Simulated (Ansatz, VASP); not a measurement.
**Ca in VASP and in Ansatz**

Contents of INCAR:

```
SYSTEM = Ca
PREC = Accurate
ENCUT = 520
EDIFF = 1E-7
ISMEAR = 0
SIGMA = 0.1
LREAL = .FALSE.
LASPH = .TRUE.
NELM = 60
ALGO = Fast
ISIF = 2
LWAVE = .FALSE.
LCHARG = .FALSE.
GGA = PS
NBANDS = 17
```

File KPOINTS:

```
Automatic mesh
0
G
  12 12 8
  0 0 0
```

The input POSCAR:

```
Ca
1.0
    3.8524073137      0.0000000000      0.0000000000
   -1.9262036569      3.3362825994      0.0000000000
    0.0000000000      0.0000000000      6.2458725352
Ca
2
Direct
    0.6666666667      0.3333333333      0.7500000000
    0.3333333333      0.6666666667      0.2500000000
```

Input for Ansatz:

```yaml
crystal:
  lattice:
    - [3.8524073137, 0.0, 0.0]
    - [-1.9262036569, 3.3362825994, 0.0]
    - [0.0, 0.0, 6.2458725352]
  atoms:
    - { symbol: Ca, position: [0.6666666667, 0.3333333333, 0.75] }
    - { symbol: Ca, position: [0.3333333333, 0.6666666667, 0.25] }
basis:
  ecutwfc: 420
kpoints:
  mp_grid: { grid: [12, 12, 8] }
hamiltonian:
  xc: pbesol
scf:
  occupations: { method: gaussian, width: 0.1 }
output:
  forces: true
  stress: true
  eigenvalues: true
```

Change from the starting cell: strain along c alone, the other axes held, atoms relaxed: -1.5 %.

Alike in both runs: task single point; functional PBEsol; k mesh 12 × 12 × 8; occupations gaussian, width 0.1 eV; no spin polarisation.

```csv
,VASP,Ansatz
version,VASP 6.6.1,Ansatz 0.2.0
potentials or method,"VASP PAW PBE potentials, release 64 (Ca_sv), cutoff 520 eV","scalar-relativistic, plane waves, PAW"
valence electrons in the cell,20,20
```

```csv
,VASP,Ansatz,Ansatz less VASP
gap on the k mesh at the Fermi level (eV),none,none,-
pressure (GPa),0.3,0.3,-0.01
"traceless stress, the component that is largest in VASP (GPa)",0.39,0.39,-0.003
```

VASP's potentials were made for PBE, not for PBEsol. A gap of «none» marks a metal or a gap that the smearing closes.
